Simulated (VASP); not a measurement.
# W (Pbcm) in VASP: further runs

W is run at these levels: PBEsol; tasks: single point.

Everything below comes from runs of VASP 6.6.1. Logs are shortened: lines on timing, memory, paths and dates and some standing lists are left out, and cuts for length are marked.

### 1 The cell of the first run

Symmetry: Pbcm, No. 57, orthorhombic system. The conventional cell has a = 2.810 Å, b = 4.864 Å, c = 4.924 Å, α = 90.00°, β = 90.00°, γ = 90.00°. W (site symmetry m) has 12 W at 2.70 to 3.06 Å within 3.6 Å.

### 2 Single point, PBEsol

INCAR reads:

```
PREC = Accurate ; ENCUT = 500
EDIFF = 1E-6 ; ISMEAR = 0
SIGMA = 0.1 ; LREAL = False
LASPH = True ; NELM = 120
ALGO = Normal ; ISIF = 2
LWAVE = False ; LCHARG = True
GGA = PS ; LELF = True
LVHAR = True ; NBANDS = 36
GGA_COMPAT = False
```

KPOINTS reads:

```
regular mesh
0
Gamma
  5 3 3
```

POSCAR reads:

```
W
1.0
    2.8096620000      0.0000000000      0.0000000000
    0.0000000000      4.8638700000      0.0000000000
    0.0000000000      0.0000000000      4.9236950000
W
4
Direct
    0.7931720000      0.5631570000      0.2500000000
    0.2068280000      0.0631570000      0.2500000000
    0.2068280000      0.4368430000      0.7500000000
    0.7931720000      0.9368430000      0.7500000000
```

Potentials or basis: VASP PAW PBE potentials, release 64 (W_sv).

Started as:

```sh
$ cat potpaw_PBE.64/W_sv/POTCAR > POTCAR
$ mpirun -np 1 vasp_std > vasp.out
```

OUTCAR:

```text
PREC = Accurate
   ENCUT = 500
   EDIFF = 1E-6
   ISMEAR = 0
   LREAL = False
   LASPH = True
   NELM = 120
   ISIF = 2
   GGA = PS

 ion  position               nearest neighbor table
   1  0.793  0.563  0.250-   2 2.70   2 2.70   3 2.79   3 2.79   2 2.94   2 2.94   3 3.03   3 3.03
                             4 3.06   4 3.06
   2  0.207  0.063  0.250-   1 2.70   1 2.70   4 2.79   4 2.79   1 2.94   1 2.94   4 3.03   4 3.03
                             3 3.06   3 3.06
   3  0.207  0.437  0.750-   4 2.70   4 2.70   1 2.79   1 2.79   4 2.94   4 2.94   1 3.03   1 3.03
                             2 3.06   2 3.06
   4  0.793  0.937  0.750-   3 2.70   3 2.70   2 2.79   2 2.79   3 2.94   3 2.94   2 3.03   2 3.03
                             1 3.06   1 3.06

  LATTYP: Found a simple orthorhombic cell.
 ALAT       =     2.8096620000
 B/A-ratio  =     1.7311228183
 C/A-ratio  =     1.7524154151

  Lattice vectors:

 A1 = (   2.8096620000,   0.0000000000,   0.0000000000)
 A2 = (   0.0000000000,   4.8638700000,   0.0000000000)
 A3 = (   0.0000000000,   0.0000000000,   4.9236950000)

Analysis of symmetry for initial positions (statically):
=====================================================================
 Subroutine PRICEL returns:
 Original cell was already a primitive cell.

 Routine SETGRP: Setting up the symmetry group for a
 simple orthorhombic supercell.

 Subroutine GETGRP returns: Found  8 space group operations
 (whereof  2 operations were pure point group operations)
 out of a pool of  8 trial point group operations.

The static configuration has the point symmetry S_2 .
 The point group associated with its full space group is D_2h.

Analysis of symmetry for dynamics (positions and initial velocities):
=====================================================================
 Subroutine PRICEL returns:
 Original cell was already a primitive cell.

 Routine SETGRP: Setting up the symmetry group for a
 simple orthorhombic supercell.

 Subroutine GETGRP returns: Found  8 space group operations
 (whereof  2 operations were pure point group operations)
 out of a pool of  8 trial point group operations.

The dynamic configuration has the point symmetry S_2 .
 The point group associated with its full space group is D_2h.

 Subroutine INISYM returns: Found  8 space group operations
 (whereof  2 operations are pure point group operations),
 and found     1 'primitive' translations

----------------------------------------------------------------------------------------

                                     Primitive cell

  volume of cell :      67.2864

  direct lattice vectors                    reciprocal lattice vectors
     2.809662000  0.000000000  0.000000000     0.355914697  0.000000000  0.000000000
     0.000000000  4.863870000  0.000000000     0.000000000  0.205597600  0.000000000
     0.000000000  0.000000000  4.923695000     0.000000000  0.000000000  0.203099501

  length of vectors
     2.809662000  4.863870000  4.923695000     0.355914697  0.205597600  0.203099501

  position of ions in fractional coordinates (direct lattice)
     0.793172000  0.563157000  0.250000000
     0.206828000  0.063157000  0.250000000
     0.206828000  0.436843000  0.750000000
     0.793172000  0.936843000  0.750000000

  ion indices of the primitive-cell ions
   primitive index   ion index
                 1           1
                 2           2
                 3           3
                 4           4

----------------------------------------------------------------------------------------

 KPOINTS: regular mesh

Automatic generation of k-mesh.
 Grid dimensions read from file:
 generate k-points for:    5    3    3

 Generating k-lattice:

  Cartesian coordinates                     Fractional coordinates (reciprocal lattice)
     0.071182939  0.000000000  0.000000000     0.200000000  0.000000000  0.000000000
     0.000000000  0.068532533  0.000000000     0.000000000  0.333333333  0.000000000
     0.000000000  0.000000000  0.067699834     0.000000000  0.000000000  0.333333333

  Length of vectors
     0.071182939  0.068532533  0.067699834

  Shift w.r.t. Gamma in fractional coordinates (k-lattice)
     0.000000000  0.000000000  0.000000000

 Subroutine IBZKPT returns following result:
 ===========================================

 Found     12 irreducible k-points:

 Following reciprocal coordinates:
            Coordinates               Weight
  0.000000  0.000000  0.000000      1.000000
  0.200000  0.000000  0.000000      2.000000
  0.400000  0.000000  0.000000      2.000000
  0.000000  0.333333  0.000000      2.000000
  0.200000  0.333333  0.000000      4.000000
  0.400000  0.333333  0.000000      4.000000
  0.000000  0.000000  0.333333      2.000000
  0.200000  0.000000  0.333333      4.000000
  0.400000  0.000000  0.333333      4.000000
  0.000000  0.333333  0.333333      4.000000
  0.200000  0.333333  0.333333      8.000000
  0.400000  0.333333  0.333333      8.000000
   k-points           NKPTS =     12   k-points in BZ     NKDIM =     12   number of bands    NBANDS=     36
   number of dos      NEDOS =    301   number of ions     NIONS =      4
   total plane-waves  NPLWV =  25920
   dimension x,y,z NGX =    20 NGY =   36 NGZ =   36
   dimension x,y,z NGXF=    40 NGYF=   72 NGZF=   72
   ions per type =               4
   NGX,Y,Z   is equivalent  to a cutoff of  11.83, 12.30, 12.16 a.u.
   NGXF,Y,Z  is equivalent  to a cutoff of  23.67, 24.61, 24.31 a.u.
 SYSTEM =  unknown system
   PREC   = accura    normal or accurate (medium, high low for compatibility)
   ISTART =      0    job   : 0-new  1-cont  2-samecut
   ICHARG =      2    charge: 1-file 2-atom 10-const
   ISPIN  =      1    spin polarized calculation?
   LNONCOLLINEAR =      F non collinear calculations
   LSORBIT =      F    spin-orbit coupling
   LASPH  =      T    aspherical Exc in radial PAW
   ENCUT  =  500.0 eV  36.75 Ry    6.06 a.u.   5.12  8.87  8.98*2*pi/ulx,y,z
   NELM   =    120;   NELMIN=  2; NELMDL= -5     # of ELM steps
   EDIFF  = 0.1E-05   stopping-criterion for ELM
   LREAL  =      F    real-space projection
   EDIFFG = 0.1E-04   stopping-criterion for IOM
   NSW    =      0    number of steps for IOM
   IBRION =     -1    ionic relax: 0-MD 1-quasi-New 2-CG
   NFREE  =      0    steps in history (QN), initial steepest desc. (CG)
   ISIF   =      2    stress and relaxation
   ISYM   =      2    0-nonsym 1-usesym 2-fastsym
   POTIM  = 0.5000    time-step for ionic-motion
   TEBEG  =    0.0;   TEEND  =   0.0 temperature during run
   PSTRESS=    0.0 pullay stress
   NELECT =      56.0000    total number of electrons
   NUPDOWN=      -1.0000    fix difference up-down
   EMIN   =  10.00;   EMAX   =-10.00  energy-range for DOS
   EFERMI =   0.00;   METHOD = LEGACY
   ISMEAR =     0;   SIGMA  =   0.10  broadening in eV -4-tet -1-fermi 0-gaus
   EFERMI_NEDOS =   21; number of points for ismear=-14 and -15
   IALGO  =     38    algorithm
   IMIX   =      4    mixing-type and parameters
     AMIX     =   0.40;   BMIX     =  1.00
     AMIX_MAG =   1.60;   BMIX_MAG =  1.00
  volume/ion in A,a.u.               =      16.82       113.52
  Fermi-wavevector in a.u.,A,eV,Ry     =   1.539909  2.910006 32.263772  2.371320
  Thomas-Fermi vector in A             =   2.646071
   LORBIT       =      0    0 simple, 1 ext, 2 COOP (PROOUT), +10 PAW based schemes
   GGA     = PS    functional components
   LHFCALC =     F    Hartree Fock is set to
   AEXX    =    0.0000 exact exchange contribution
   IVDW    =     0    specifies the selected vdW correction
   LEPSILON=     F    determine dielectric tensor
   LRPA    =     F    only Hartree local field effects (RPA)
 non-spin polarized calculation
 Gauss-broadening in eV      SIGMA  =   0.10
  energy-cutoff  :      500.00
  volume of cell :       67.29
 maximum number of plane-waves:      1724
   NGX = 11   NGY = 17   NGZ = 17

 number of electron      56.0000013 magnetization

 Free energy of the ion-electron system (eV)
  ---------------------------------------------------
  ext. energy  EPLUGINS =         0.00000000
  ---------------------------------------------------
  free energy    TOTEN  =       -52.96673154 eV

  energy without entropy =      -52.92737404  energy(sigma->0) =      -52.94705279

 E-fermi :  10.1835     XC(G=0): -13.3982

 val. band max:       10.1758580165   @ k =   0.4000   0.3333   0.3333
 cond. band min:      10.2129889188   @ k =   0.0000   0.3333   0.0000
 fundamental gap:      0.0371309023
 Fermi energy:        10.1835366782

 k-point     1 :       0.0000    0.0000    0.0000
  band No.  band energies     occupation
      1     -63.6744      2.00000
      2     -63.5974      2.00000
      3     -63.5642      2.00000
      4     -63.5157      2.00000
      5     -28.4430      2.00000
      6     -28.3877      2.00000
[... 28 lines left out ...]
     35      14.2378      0.00000
     36      14.6365      0.00000

 k-point     2 :       0.2000    0.0000    0.0000
  band No.  band energies     occupation
      1     -63.6485      2.00000
      2     -63.5804      2.00000
      3     -63.5517      2.00000
      4     -63.5119      2.00000
      5     -28.3382      2.00000
      6     -28.2945      2.00000
[... 28 lines left out ...]
     35      13.4026      0.00000
     36      13.9168      0.00000

 k-point     3 :       0.4000    0.0000    0.0000
  band No.  band energies     occupation
      1     -63.6008      2.00000
      2     -63.5518      2.00000
      3     -63.5323      2.00000
      4     -63.5115      2.00000
      5     -28.1595      2.00000
      6     -28.1016      2.00000
[... 28 lines left out ...]
     35      13.4733      0.00000
     36      13.8712      0.00000
[... 274 lines left out ...]
 k-point    11 :       0.2000    0.3333    0.3333
  band No.  band energies     occupation
      1     -63.6095      2.00000
      2     -63.5784      2.00000
      3     -63.5647      2.00000
      4     -63.5405      2.00000
      5     -28.2035      2.00000
      6     -28.1625      2.00000
[... 28 lines left out ...]
     35      12.8438      0.00000
     36      13.7952      0.00000

 k-point    12 :       0.4000    0.3333    0.3333
  band No.  band energies     occupation
      1     -63.5737      2.00000
      2     -63.5519      2.00000
      3     -63.5432      2.00000
      4     -63.5280      2.00000
      5     -28.3550      2.00000
      6     -28.3096      2.00000
[... 28 lines left out ...]
     35      14.5829      0.00000
     36      14.7645      0.00000

------------------------ aborting loop because EDIFF is reached ----------------------------------------

  FORCE on cell =-STRESS in cart. coord.  units (eV):
  Direction    XX          YY          ZZ          XY          YZ          ZX
  --------------------------------------------------------------------------------------
  -------------------------------------------------------------------------------------
  Total       -3.8926180     -4.6188861     -4.0023768      0.0000000      0.0000000      0.0000000
  in kB      -92.6883592   -109.9817587    -95.3018597      0.0000000      0.0000000      0.0000000
  external PRESSURE =     -99.3239925 kB  Pullay stress =       0.0000000 kB

 VOLUME and BASIS-vectors are now :
 -----------------------------------------------------------------------------
  energy-cutoff  :      500.00
  volume of cell :       67.29
      direct lattice vectors                 reciprocal lattice vectors
     2.809662000  0.000000000  0.000000000     0.355914697  0.000000000  0.000000000
     0.000000000  4.863870000  0.000000000     0.000000000  0.205597600  0.000000000
     0.000000000  0.000000000  4.923695000     0.000000000  0.000000000  0.203099501

 POSITION                                       TOTAL-FORCE (eV/Angst)
 -----------------------------------------------------------------------------------
      2.22855      2.73912      1.23092        -0.524590     -0.011898      0.000000
      0.58112      0.30719      1.23092         0.524590     -0.011898     -0.000000
      0.58112      2.12475      3.69277         0.524590      0.011898     -0.000000
      2.22855      4.55668      3.69277        -0.524590      0.011898      0.000000
 -----------------------------------------------------------------------------------
    total drift:                               -0.000000      0.000000     -0.000000

  FREE ENERGIE OF THE ION-ELECTRON SYSTEM (eV)
  ---------------------------------------------------
  free  energy   TOTEN  =       -52.9667315439 eV

  energy  without entropy=      -52.9273740353  energy(sigma->0) =      -52.94705279
```

It took 11 s on 1 thread of Intel Xeon 6975P-C (Granite Rapids), shared host; peak memory 0.17 GiB.

What came out:

```
Free energy            : -52.9667 eV
Pressure               : -9.9 GPa
Largest force          : 0.525 eV/Å
Band gap on the k mesh : zero (bands 28 and 29 overlap by 0.47 eV)
```

Forces in eV/Å, atoms in the order of the input:
```
W   -0.525 -0.012  0.000
W    0.525 -0.012  0.000
W    0.525  0.012  0.000
W   -0.525  0.012  0.000
```

Stress tensor (GPa, compression positive):
```
 -9.27   0.00   0.00
  0.00 -11.00   0.00
  0.00   0.00  -9.53
```

Caveat: the k points lie up to 0.45 Å⁻¹ apart; the PAW data sets were made with another functional, which shifts forces and pressure a little; spin-orbit coupling is left out, which moves the levels of the heavy elements.

### 3 Single point, PBEsol

INCAR reads:

```
  ALGO = Normal
  EDIFF = 1E-6
  ENCUT = 500
  GGA = PS
  GGA_COMPAT = False
  ISIF = 2
  ISMEAR = 0
  LASPH = True
  LCHARG = True
  LELF = True
  LREAL = False
  LVHAR = True
  LWAVE = False
  NBANDS = 36
  NELM = 120
  PREC = Accurate
  SIGMA = 0.1
```

KPOINTS reads:

```
k-points
0
Gamma
  6 4 4
```

POSCAR is that of step 2.

Potentials or basis: VASP PAW PBE potentials, release 64 (W_sv).

Started as:

```sh
$ cat potpaw_PBE.64/W_sv/POTCAR > POTCAR
$ mpirun -np 1 vasp_std > vasp.out
```

OUTCAR:

```text
EDIFF = 1E-6
   ENCUT = 500
   GGA = PS
   ISIF = 2
   ISMEAR = 0
   LASPH = True
   LREAL = False
   NELM = 120
   PREC = Accurate

 ion  position               nearest neighbor table
   1  0.793  0.563  0.250-   2 2.70   2 2.70   3 2.79   3 2.79   2 2.94   2 2.94   3 3.03   3 3.03
                             4 3.06   4 3.06
   2  0.207  0.063  0.250-   1 2.70   1 2.70   4 2.79   4 2.79   1 2.94   1 2.94   4 3.03   4 3.03
                             3 3.06   3 3.06
   3  0.207  0.437  0.750-   4 2.70   4 2.70   1 2.79   1 2.79   4 2.94   4 2.94   1 3.03   1 3.03
                             2 3.06   2 3.06
   4  0.793  0.937  0.750-   3 2.70   3 2.70   2 2.79   2 2.79   3 2.94   3 2.94   2 3.03   2 3.03
                             1 3.06   1 3.06

  LATTYP: Found a simple orthorhombic cell.
 ALAT       =     2.8096620000
 B/A-ratio  =     1.7311228183
 C/A-ratio  =     1.7524154151

  Lattice vectors:

 A1 = (   2.8096620000,   0.0000000000,   0.0000000000)
 A2 = (   0.0000000000,   4.8638700000,   0.0000000000)
 A3 = (   0.0000000000,   0.0000000000,   4.9236950000)
[... 177 lines left out ...]
  free energy    TOTEN  =       -53.05487543 eV

  energy without entropy =      -53.03067554  energy(sigma->0) =      -53.04277548

 E-fermi :  10.1053     XC(G=0): -13.3999

 val. band max:       10.1024382638   @ k =   0.1667   0.2500   0.0000
 cond. band min:      10.1082274881   @ k =   0.1667   0.0000   0.0000
 fundamental gap:      0.0057892243
 Fermi energy:        10.1052608911

 k-point     1 :       0.0000    0.0000    0.0000
  band No.  band energies     occupation
      1     -63.6867      2.00000
      2     -63.6097      2.00000
      3     -63.5766      2.00000
      4     -63.5280      2.00000
      5     -28.4534      2.00000
      6     -28.4072      2.00000
[... 925 lines left out ...]
     35      15.4284      0.00000
     36      15.4285      0.00000

 [... further k-points ...]

------------------------ aborting loop because EDIFF is reached ----------------------------------------

  FORCE on cell =-STRESS in cart. coord.  units (eV):
  Direction    XX          YY          ZZ          XY          YZ          ZX
  --------------------------------------------------------------------------------------
  -------------------------------------------------------------------------------------
  Total       -3.9834224     -4.8098943     -3.7456985     -0.0000000      0.0000000      0.0000000
  in kB      -94.8505306   -114.5299150    -89.1900114     -0.0000000      0.0000000      0.0000000
  external PRESSURE =     -99.5234857 kB  Pullay stress =       0.0000000 kB

 VOLUME and BASIS-vectors are now :
 -----------------------------------------------------------------------------
  energy-cutoff  :      500.00
  volume of cell :       67.29
      direct lattice vectors                 reciprocal lattice vectors
     2.809662000  0.000000000  0.000000000     0.355914697  0.000000000  0.000000000
     0.000000000  4.863870000  0.000000000     0.000000000  0.205597600  0.000000000
     0.000000000  0.000000000  4.923695000     0.000000000  0.000000000  0.203099501

 POSITION                                       TOTAL-FORCE (eV/Angst)
 -----------------------------------------------------------------------------------
      2.22855      2.73912      1.23092         0.010181      0.039484      0.000000
      0.58112      0.30719      1.23092        -0.010181      0.039484      0.000000
      0.58112      2.12475      3.69277        -0.010181     -0.039484      0.000000
      2.22855      4.55668      3.69277         0.010181     -0.039484      0.000000
 -----------------------------------------------------------------------------------
    total drift:                               -0.000000      0.000000     -0.000000

  FREE ENERGIE OF THE ION-ELECTRON SYSTEM (eV)
  ---------------------------------------------------
  free  energy   TOTEN  =       -53.0548754300 eV

  energy  without entropy=      -53.0306755380  energy(sigma->0) =      -53.04277548
```

OSZICAR:

```text
N       E                     dE             d eps       ncg     rms          rms(c)
DAV:   1     0.709704072482E+03    0.70970E+03   -0.32680E+04  2592   0.178E+03
DAV:   2    -0.187285866201E+02   -0.72843E+03   -0.71499E+03  2692   0.568E+02
DAV:   3    -0.547399045402E+02   -0.36011E+02   -0.34645E+02  3100   0.122E+02
DAV:   4    -0.557812506410E+02   -0.10413E+01   -0.10259E+01  3140   0.185E+01
DAV:   5    -0.557964796741E+02   -0.15229E-01   -0.15203E-01  3100   0.245E+00    0.385E+01
DAV:   6    -0.536162742280E+02    0.21802E+01   -0.31421E+00  2952   0.127E+01    0.148E+01
DAV:   7    -0.530755078508E+02    0.54077E+00   -0.16222E+00  3088   0.824E+00    0.109E+00
DAV:   8    -0.530555554626E+02    0.19952E-01   -0.40525E-02  2960   0.152E+00    0.231E-01
DAV:   9    -0.530548673527E+02    0.68811E-03   -0.21176E-03  3336   0.268E-01    0.935E-02
DAV:  10    -0.530548784379E+02   -0.11085E-04   -0.88649E-05  3148   0.627E-02    0.229E-02
DAV:  11    -0.530548771206E+02    0.13173E-05   -0.29670E-05  2936   0.389E-02    0.151E-02
DAV:  12    -0.530548756440E+02    0.14766E-05   -0.98420E-07  1764   0.783E-03    0.147E-03
DAV:  13    -0.530548754300E+02    0.21402E-06   -0.11957E-07  1572   0.276E-03
   1 F= -.53054875E+02 E0= -.53042775E+02  d E =-.241999E-01
```

stdout:

```text
POSCAR found type information on POSCAR W
 POSCAR found :  1 types and       4 ions
 scaLAPACK will be used
 -----------------------------------------------------------------------------
|                                                                             |
|                                                                             |
|     You enforced a specific xc type in the INCAR file but a different       |
|     I HOPE YOU KNOW WHAT YOU ARE DOING!                                     |
|                                                                             |
 -----------------------------------------------------------------------------

 LDA part: xc-table for (Slater+PW92), standard interpolation
 POSCAR, INCAR and KPOINTS ok, starting setup
 FFT: planning ... GRIDC
 FFT: planning ... GRID_SOFT
 FFT: planning ... GRID
 WAVECAR not read
 entering main loop
```

Run time: 28 s. Hardware: 1 thread of Intel Xeon 6975P-C (Granite Rapids), shared host; peak memory 0.19 GiB.

Results:

| Item | Value |
| --- | --- |
| Free energy | -53.0549 eV |
| Pressure | -10.0 GPa |
| Largest force | 0.041 eV/Å |
| Band gap on the k mesh | zero (bands 28 and 29 overlap by 0.98 eV) |

Forces on the atoms (eV/Å):
```
W    0.010  0.039  0.000
W   -0.010  0.039  0.000
W   -0.010 -0.039  0.000
W    0.010 -0.039  0.000
```

Caveat: the k points lie up to 0.37 Å⁻¹ apart, too coarse for converged energies and pressures of a metal; the PAW data sets were made with another functional, which shifts forces and pressure a little; spin-orbit coupling is left out, which moves the levels of the heavy elements.
